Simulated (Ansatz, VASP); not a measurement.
Two plane-wave programs on MgSe

File INCAR:

```
ALGO = Normal
EDIFF = 1E-6
ENCUT = 600
GGA = PE
GGA_COMPAT = F
ISIF = 2
ISMEAR = -5
IVDW = 12
LASPH = T
LCHARG = F
LREAL = F
LWAVE = F
NBANDS = 11
NELM = 120
PREC = Accurate
SIGMA = 0.1
```

The input KPOINTS:

```
k-points
0
Gamma
  4 4 4
```

The input POSCAR:

```
MgSe
1.0
    0.0000000000      2.7337235204      2.7337235204
    2.7337235204      0.0000000000      2.7337235204
    2.7337235204      2.7337235204      0.0000000000
Mg Se
1 1
Direct
    0.0000000000      0.0000000000      0.0000000000
    0.5000000000      0.5000000000      0.5000000000
```

Input for Ansatz:

```yaml
crystal:
  lattice:
    - [0.0, 2.7337235204, 2.7337235204]
    - [2.7337235204, 0.0, 2.7337235204]
    - [2.7337235204, 2.7337235204, 0.0]
  atoms:
    - { symbol: Mg, position: [0.0, 0.0, 0.0] }
    - { symbol: Se, position: [0.5, 0.5, 0.5] }
basis:
  ecutwfc: 420
  xc_grid: 4
kpoints:
  mp_grid: { grid: [4, 4, 4] }
hamiltonian:
  xc: pbe
  dispersion: d3bj
scf:
  occupations: { method: tetrahedron }
output:
  forces: true
  stress: true
  eigenvalues: true
```

Alike in both runs: task single point; functional PBE; dispersion D3(BJ); k mesh 4 × 4 × 4; occupations tetrahedron; no spin polarisation.

```csv
,VASP,Ansatz
version,VASP 6.6.1,Ansatz 0.2.0
potentials or method,"VASP PAW PBE potentials, release 64 (Mg, Se), cutoff 600 eV","scalar-relativistic, plane waves, PAW"
valence electrons in the cell,8,26
```

```tsv
	VASP	Ansatz	Ansatz less VASP
gap on the k mesh at the Fermi level (eV)	1.75	1.78	+0.024
least direct gap on the mesh (eV)	2.52	2.53	+0.011
pressure (GPa)	-1.2	-1.1	+0.12
```

VASP's potentials hold 8 valence electrons a cell and Ansatz's 26, so a difference there can come from the potentials and not from the codes. Ansatz's warnings: band table not solved further, tetrahedron derivatives may miss energy slope.

The k mesh is coarse, so the values compare programs but aren't converged.
